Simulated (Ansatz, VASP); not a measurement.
## Two plane-wave programs on Al

```
Al
1.0
     0.00000    1.99667    1.99667
     1.99667    0.00000    1.99667
     1.99667    1.99667    0.00000
Al
1
Cartesian
  0.0000 0.0000 0.0000
```

Alike in both runs: functional r2SCAN; k mesh 40 × 40 × 40; occupations methfessel-paxton of order 1, width 0.1 eV; no spin polarisation.

Ansatz relaxed the structure, and its values are those at the end. VASP's run is a single point on that final structure, the one shown.

|  | VASP | Ansatz |
| --- | --- | --- |
| version | VASP 6.6.1 | Ansatz 0.2.0 |
| potentials or method | VASP PAW PBE potentials, release 64 (Al) | scalar-relativistic, plane waves, PAW |
| plane-wave cutoff (eV) | 520 | 500 |
| valence electrons in the cell | 3 | 3 |

Ansatz gave:

- gap on the k mesh at the Fermi level (eV): none
- pressure (GPa): 0.0

What did VASP give for the same quantities?

gap on the k mesh at the Fermi level (eV): none; pressure (GPa): -0.3.

VASP's potentials were made for PBE, not for r2SCAN. A gap of «none» marks a metal or a gap that the smearing closes.
